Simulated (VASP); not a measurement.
Write the native input for VASP 6.6.1 that does the following.

- Task: single point
- Functional: PBEsol
- Potentials or basis: VASP PAW PBE potentials, release 64 (F)
- Cutoff: 520 eV
- k mesh: 20 × 20 × 20
- Occupations: fermi-dirac, width 0.1 eV
- Spin: no spin polarisation
- Dipole correction: no
- Further INCAR settings: ALGO = Normal; EDIFF = 1e-07; NBANDS = 10

The structure of F lies in POSCAR:

```
F
1.0
   -1.2473276190      1.2473276190      1.2473276190
    1.2473276190     -1.2473276190      1.2473276190
    1.2473276190      1.2473276190     -1.2473276190
F
1
Direct
    0.0000000000      0.0000000000      0.0000000000
```

This cell differs from its parent crystal: volume scaled by 0.84.

These files were run (other wordings do the same):

INCAR

```
PREC     = Accurate       # precision mode
ENCUT    = 520            # plane-wave cutoff, eV
EDIFF    = 1E-7           # SCF threshold, eV
ISMEAR   = -1             # smearing method
SIGMA    = 0.1            # smearing width, eV
LREAL    = False          # projectors in reciprocal space
LASPH    = True           # aspherical terms in the spheres
NELM     = 100            # most SCF steps
ALGO     = Normal         # electronic algorithm
ISIF     = 2              # what is computed and relaxed
LWAVE    = False          # write WAVECAR
LCHARG   = True           # write CHGCAR
GGA      = PS             # functional
LELF     = True           # ELF
LVHAR    = True         
NBANDS   = 10             # bands
```

KPOINTS

```
regular mesh
0
Gamma
  20 20 20
```

Potentials or basis: VASP PAW PBE potentials, release 64 (F).

Launch:

```sh
$ cat potpaw_PBE.64/F/POTCAR > POTCAR
$ mpirun -np 1 vasp_std > vasp.out
```

Results of the run:

```
Pressure : 18.4 GPa
```

Caveat: the PAW data sets were made with another functional, which shifts forces and pressure a little; an odd number of electrons without spin polarisation forces a metal; a magnetic or distorted state may lie lower.

Wall time 7.1 s on 1 thread of AMD EPYC 9R45 96-Core Processor (Zen 5), on a shared host, peak memory 0.09 GiB.
